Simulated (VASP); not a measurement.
# Ge (Ia-3) in VASP: single point with PBE

Aim: the single point of Ge with PBE.

Everything below comes from runs of VASP 6.6.1. Logs are shortened: lines on timing, memory, paths and dates and some standing lists are left out, and cuts for length are marked.

## Step 1: The cell of the first run

The structure is cubic, space group Ia-3 (No. 206). The conventional cell has a = 7.059 Å, b = 7.059 Å, c = 7.059 Å, α = 90.00°, β = 90.00°, γ = 90.00°. Within 3.3 Å of Ge (site symmetry 3) lie 4 Ge at 2.48 to 2.54 Å.

## Step 2: Single point, PBE

Input file INCAR:

```
ALGO = Normal
EDIFF = 1E-6
ENCUT = 520
GGA = PE
ISIF = 2
ISMEAR = 0
LASPH = T
LCHARG = F
LREAL = F
LWAVE = F
NBANDS = 66
NELM = 80
PREC = Accurate
SIGMA = 0.15
```

Input file KPOINTS:

```
k-points
0
Gamma
  8 8 8
```

Input file POSCAR:

```
Ge
1.0
   -3.5296103776      3.5296103776      3.5296103776
    3.5296103776     -3.5296103776      3.5296103776
    3.5296103776      3.5296103776     -3.5296103776
Ge
8
Direct
    0.5000000000      0.0000000000      0.7973159225
    0.7973159225      0.5000000000      0.0000000000
    0.0000000000      0.7973159225      0.5000000000
    0.7026840775      0.7026840775      0.7026840775
    0.5000000000      0.0000000000      0.2026840775
    0.2026840775      0.5000000000      0.0000000000
    0.0000000000      0.2026840775      0.5000000000
    0.2973159225      0.2973159225      0.2973159225
```

Potentials or basis: VASP PAW PBE potentials, release 64 (Ge_d).

On the command line:

```
$ cat potpaw_PBE.64/Ge_d/POTCAR > POTCAR
$ mpirun -np 1 vasp_std > vasp.out
```

OUTCAR:

```text
EDIFF = 1E-6
   ENCUT = 520
   GGA = PE
   ISIF = 2
   ISMEAR = 0
   LASPH = T
   LREAL = F
   NELM = 80
   PREC = Accurate

 ion  position               nearest neighbor table
   1  0.500  0.000  0.797-   5 2.48   2 2.54   4 2.54   3 2.54
   2  0.797  0.500  0.000-   6 2.48   1 2.54   3 2.54   4 2.54
   3  0.000  0.797  0.500-   7 2.48   4 2.54   1 2.54   2 2.54
   4  0.703  0.703  0.703-   8 2.48   2 2.54   3 2.54   1 2.54
   5  0.500  0.000  0.203-   1 2.48   6 2.54   8 2.54   7 2.54
   6  0.203  0.500  0.000-   2 2.48   5 2.54   8 2.54   7 2.54
   7  0.000  0.203  0.500-   3 2.48   6 2.54   8 2.54   5 2.54
   8  0.297  0.297  0.297-   4 2.48   5 2.54   6 2.54   7 2.54

  LATTYP: Found a body centered cubic cell.
 ALAT       =     7.0592207552

  Lattice vectors:

 A1 = (  -3.5296103776,   3.5296103776,   3.5296103776)
 A2 = (   3.5296103776,  -3.5296103776,   3.5296103776)
 A3 = (   3.5296103776,   3.5296103776,  -3.5296103776)

Analysis of symmetry for initial positions (statically):
=====================================================================
 Subroutine PRICEL returns:
 Original cell was already a primitive cell.

 Routine SETGRP: Setting up the symmetry group for a
 body centered cubic supercell.

 Subroutine GETGRP returns: Found 24 space group operations
 (whereof  6 operations were pure point group operations)
 out of a pool of 48 trial point group operations.

The static configuration has the point symmetry S_6 .
 The point group associated with its full space group is T_h .

Analysis of symmetry for dynamics (positions and initial velocities):
=====================================================================
 Subroutine PRICEL returns:
 Original cell was already a primitive cell.

 Routine SETGRP: Setting up the symmetry group for a
 body centered cubic supercell.

 Subroutine GETGRP returns: Found 24 space group operations
 (whereof  6 operations were pure point group operations)
 out of a pool of 48 trial point group operations.

The dynamic configuration has the point symmetry S_6 .
 The point group associated with its full space group is T_h .

 Subroutine INISYM returns: Found 24 space group operations
 (whereof  6 operations are pure point group operations),
 and found     1 'primitive' translations

----------------------------------------------------------------------------------------

                                     Primitive cell

  volume of cell :     175.8897

  direct lattice vectors                    reciprocal lattice vectors
    -3.529610378  3.529610378  3.529610378     0.000000000  0.141658695  0.141658695
     3.529610378 -3.529610378  3.529610378     0.141658695  0.000000000  0.141658695
     3.529610378  3.529610378 -3.529610378     0.141658695  0.141658695  0.000000000

  length of vectors
     6.113464505  6.113464505  6.113464505     0.200335648  0.200335648  0.200335648

  position of ions in fractional coordinates (direct lattice)
     0.500000000  0.000000000  0.797315922
     0.797315922  0.500000000  0.000000000
     0.000000000  0.797315922  0.500000000
     0.702684078  0.702684078  0.702684078
     0.500000000  0.000000000  0.202684078
     0.202684078  0.500000000  0.000000000
     0.000000000  0.202684078  0.500000000
     0.297315922  0.297315922  0.297315922

  ion indices of the primitive-cell ions
   primitive index   ion index
                 1           1
                 2           2
                 3           3
                 4           4
                 5           5
                 6           6
                 7           7
                 8           8

----------------------------------------------------------------------------------------

 KPOINTS: k-points

Automatic generation of k-mesh.
 Grid dimensions read from file:
 generate k-points for:    8    8    8

 Generating k-lattice:

  Cartesian coordinates                     Fractional coordinates (reciprocal lattice)
     0.000000000  0.017707337  0.017707337     0.125000000  0.000000000  0.000000000
     0.017707337  0.000000000  0.017707337     0.000000000  0.125000000  0.000000000
     0.017707337  0.017707337  0.000000000     0.000000000  0.000000000  0.125000000

  Length of vectors
     0.025041956  0.025041956  0.025041956

  Shift w.r.t. Gamma in fractional coordinates (k-lattice)
     0.000000000  0.000000000  0.000000000

 Subroutine IBZKPT returns following result:
 ===========================================

 Found     35 irreducible k-points:

 Following reciprocal coordinates:
            Coordinates               Weight
  0.000000  0.000000  0.000000      1.000000
  0.125000  0.000000  0.000000     12.000000
  0.250000  0.000000  0.000000     12.000000
  0.375000  0.000000  0.000000     12.000000
  0.500000  0.000000  0.000000      6.000000
  0.125000  0.125000  0.000000     24.000000
[... 16 lines left out ...]
  0.500000  0.500000  0.125000     12.000000
 -0.375000  0.500000  0.125000     24.000000
 [... further k-points ...]
   k-points           NKPTS =     35   k-points in BZ     NKDIM =     35   number of bands    NBANDS=     66
   number of dos      NEDOS =    301   number of ions     NIONS =      8
   total plane-waves  NPLWV = 110592
   dimension x,y,z NGX =    48 NGY =   48 NGZ =   48
   dimension x,y,z NGXF=    96 NGYF=   96 NGZF=   96
   ions per type =               8
   NGX,Y,Z   is equivalent  to a cutoff of  13.05, 13.05, 13.05 a.u.
   NGXF,Y,Z  is equivalent  to a cutoff of  26.11, 26.11, 26.11 a.u.
 SYSTEM =  unknown system
   PREC   = accura    normal or accurate (medium, high low for compatibility)
   ISTART =      0    job   : 0-new  1-cont  2-samecut
   ICHARG =      2    charge: 1-file 2-atom 10-const
   ISPIN  =      1    spin polarized calculation?
   LNONCOLLINEAR =      F non collinear calculations
   LSORBIT =      F    spin-orbit coupling
   LASPH  =      T    aspherical Exc in radial PAW
   ENCUT  =  520.0 eV  38.22 Ry    6.18 a.u.  11.37 11.37 11.37*2*pi/ulx,y,z
   NELM   =     80;   NELMIN=  2; NELMDL= -5     # of ELM steps
   EDIFF  = 0.1E-05   stopping-criterion for ELM
   LREAL  =      F    real-space projection
   EDIFFG = 0.1E-04   stopping-criterion for IOM
   NSW    =      0    number of steps for IOM
   IBRION =     -1    ionic relax: 0-MD 1-quasi-New 2-CG
   NFREE  =      0    steps in history (QN), initial steepest desc. (CG)
   ISIF   =      2    stress and relaxation
   ISYM   =      2    0-nonsym 1-usesym 2-fastsym
   POTIM  = 0.5000    time-step for ionic-motion
   TEBEG  =    0.0;   TEEND  =   0.0 temperature during run
   PSTRESS=    0.0 pullay stress
   NELECT =     112.0000    total number of electrons
   NUPDOWN=      -1.0000    fix difference up-down
   EMIN   =  10.00;   EMAX   =-10.00  energy-range for DOS
   EFERMI =   0.00;   METHOD = LEGACY
   ISMEAR =     0;   SIGMA  =   0.15  broadening in eV -4-tet -1-fermi 0-gaus
   EFERMI_NEDOS =   21; number of points for ismear=-14 and -15
   IALGO  =     38    algorithm
   IMIX   =      4    mixing-type and parameters
     AMIX     =   0.40;   BMIX     =  1.00
     AMIX_MAG =   1.60;   BMIX_MAG =  1.00
  volume/ion in A,a.u.               =      21.99       148.37
  Fermi-wavevector in a.u.,A,eV,Ry     =   1.408426  2.661539 26.989389  1.983664
  Thomas-Fermi vector in A             =   2.530585
   LORBIT       =      0    0 simple, 1 ext, 2 COOP (PROOUT), +10 PAW based schemes
   GGA     = PE    functional components
   LHFCALC =     F    Hartree Fock is set to
   AEXX    =    0.0000 exact exchange contribution
   IVDW    =     0    specifies the selected vdW correction
   LEPSILON=     F    determine dielectric tensor
   LRPA    =     F    only Hartree local field effects (RPA)
 non-spin polarized calculation
 Gauss-broadening in eV      SIGMA  =   0.15
  energy-cutoff  :      520.00
  volume of cell :      175.89
 maximum number of plane-waves:      4765
 NGX is ok and might be reduce to    48
   NGX = 23   NGY = 23   NGZ = 23

 number of electron     112.0000010 magnetization

 Free energy of the ion-electron system (eV)
  ---------------------------------------------------
  ext. energy  EPLUGINS =         0.00000000
  ---------------------------------------------------
  free energy    TOTEN  =       -35.03106862 eV

  energy without entropy =      -35.01724119  energy(sigma->0) =      -35.02415490

 E-fermi :   5.1435     XC(G=0): -10.2611

 val. band max:        5.1098968342   @ k =   0.1250  -0.1250   0.3750
 cond. band min:       5.2014233417   @ k =  -0.3750  -0.3750   0.1250
 fundamental gap:      0.0915265075
 Fermi energy:         5.1434918653

 k-point     1 :       0.0000    0.0000    0.0000
  band No.  band energies     occupation
      1     -19.6412      2.00000
      2     -19.6339      2.00000
      3     -19.6339      2.00000
      4     -19.6339      2.00000
      5     -19.6216      2.00000
      6     -19.6216      2.00000
[... 58 lines left out ...]
     65       9.8163      0.00000
     66      11.6741      0.00000

 k-point     2 :       0.1250    0.0000    0.0000
  band No.  band energies     occupation
      1     -19.6415      2.00000
      2     -19.6366      2.00000
      3     -19.6338      2.00000
      4     -19.6326      2.00000
      5     -19.6187      2.00000
      6     -19.6187      2.00000
[... 58 lines left out ...]
     65      10.1479      0.00000
     66      10.9950      0.00000

 k-point     3 :       0.2500    0.0000    0.0000
  band No.  band energies     occupation
      1     -19.6420      2.00000
      2     -19.6401      2.00000
      3     -19.6324      2.00000
      4     -19.6298      2.00000
      5     -19.6177      2.00000
      6     -19.6145      2.00000
[... 1438 lines left out ...]
     65       9.5161      0.00000
     66       9.5737      0.00000

 k-point    24 :      -0.3750    0.5000    0.1250
  band No.  band energies     occupation
      1     -19.6437      2.00000
      2     -19.6424      2.00000
      3     -19.6387      2.00000
      4     -19.6123      2.00000
      5     -19.6090      2.00000
      6     -19.6037      2.00000
[... 58 lines left out ...]
     65       9.5727      0.00000
     66       9.6710      0.00000

 [... further k-points ...]

------------------------ aborting loop because EDIFF is reached ----------------------------------------

  FORCE on cell =-STRESS in cart. coord.  units (eV):
  Direction    XX          YY          ZZ          XY          YZ          ZX
  --------------------------------------------------------------------------------------
  -------------------------------------------------------------------------------------
  Total       -0.0696155     -0.0696155     -0.0696155      0.0000000      0.0000000     -0.0000000
  in kB       -0.6341270     -0.6341270     -0.6341270      0.0000000      0.0000000     -0.0000000
  external PRESSURE =      -0.6341270 kB  Pullay stress =       0.0000000 kB

 VOLUME and BASIS-vectors are now :
 -----------------------------------------------------------------------------
  energy-cutoff  :      520.00
  volume of cell :      175.89
      direct lattice vectors                 reciprocal lattice vectors
    -3.529610378  3.529610378  3.529610378     0.000000000  0.141658695  0.141658695
     3.529610378 -3.529610378  3.529610378     0.141658695  0.000000000  0.141658695
     3.529610378  3.529610378 -3.529610378     0.141658695  0.141658695  0.000000000

 POSITION                                       TOTAL-FORCE (eV/Angst)
 -----------------------------------------------------------------------------------
      1.04941      4.57902     -1.04941         0.000993      0.000993     -0.000993
     -1.04941      1.04941      4.57902        -0.000993      0.000993      0.000993
      4.57902     -1.04941      1.04941         0.000993     -0.000993      0.000993
      2.48020      2.48020      2.48020        -0.000993     -0.000993     -0.000993
     -1.04941      2.48020      1.04941        -0.000993     -0.000993      0.000993
      1.04941     -1.04941      2.48020         0.000993     -0.000993     -0.000993
      2.48020      1.04941     -1.04941        -0.000993      0.000993     -0.000993
      1.04941      1.04941      1.04941         0.000993      0.000993      0.000993
 -----------------------------------------------------------------------------------
    total drift:                               -0.000000     -0.000000      0.000000

  FREE ENERGIE OF THE ION-ELECTRON SYSTEM (eV)
  ---------------------------------------------------
  free  energy   TOTEN  =       -35.0310686197 eV

  energy  without entropy=      -35.0172411856  energy(sigma->0) =      -35.02415490
```

Wall time 8.5 min (1 thread of Intel Xeon 8259CL, shared host); peak memory 0.48 GiB.

What came out:

* Free energy: -35.0311 eV
* Pressure: -0.1 GPa
* Band gap on the k mesh: zero (bands 56 and 57 overlap by 0.76 eV)

Caveat: semilocal functionals underestimate gaps, so a narrow gap can read as zero.
